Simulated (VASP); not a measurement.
Wanted: the native input for a VASP 6.6.1 run.

| Quantity | Value |
| --- | --- |
| Task | single point |
| Functional | PBEsol |
| Potentials or basis | VASP PAW PBE potentials, release 64 (Mg, Be) |
| Cutoff | 600 eV |
| k mesh | 9 × 9 × 4 |
| Occupations | methfessel-paxton, width 0.05 eV |
| Spin | no spin polarisation |
| Dipole correction | no |
| Further INCAR settings | ALGO = Normal; EDIFF = 1e-06; NBANDS = 9 |

The structure of MgBe lies in POSCAR:

```
MgBe
1.0
    2.3995486400      0.0000000000      0.0000000000
   -1.1997743200      2.0780700800      0.0000000000
    0.0000000000      0.0000000000      4.9009135800
Mg Be
1 1
Direct
   -0.0026840000      0.0081470000      0.0450920000
   -0.0093910000     -0.0135330000      0.5920960000
```

One way to write it, as run:

INCAR

```
ALGO     = Normal         # electronic algorithm
EDIFF    = 1E-6           # SCF threshold, eV
ENCUT    = 600            # plane-wave cutoff, eV
GGA      = PS             # functional
GGA_COMPAT= F            
ISIF     = 2              # what is computed and relaxed
ISMEAR   = 1              # smearing method
LASPH    = T              # aspherical terms in the spheres
LCHARG   = T              # write CHGCAR
LELF     = T              # ELF
LREAL    = F              # projectors in reciprocal space
LVHAR    = T            
LWAVE    = F              # write WAVECAR
NBANDS   = 9              # bands
NELM     = 120            # most SCF steps
PREC     = Accurate       # precision mode
SIGMA    = 0.05           # smearing width, eV
```

KPOINTS

```
k-points
0
Gamma
  9 9 4
```

Potentials or basis: VASP PAW PBE potentials, release 64 (Mg, Be).

Launch:

```sh
$ cat potpaw_PBE.64/Mg/POTCAR potpaw_PBE.64/Be/POTCAR > POTCAR
$ mpirun -np 1 vasp_std > vasp.out
```

It gave:

```yaml
Pressure: 32.4 GPa
Largest_force: 1.597 eV/Å
Band_gap_on_the_k_mesh: zero (bands 2 and 3 overlap by 4.30 eV)
```

Caveat: the stress differs along the axes, from 20 to 38 GPa; the PAW data sets were made with another functional, which shifts forces and pressure a little.

Wall time 61 s on 1 thread of Intel Xeon 8259CL (shared host), peak memory 0.18 GiB.
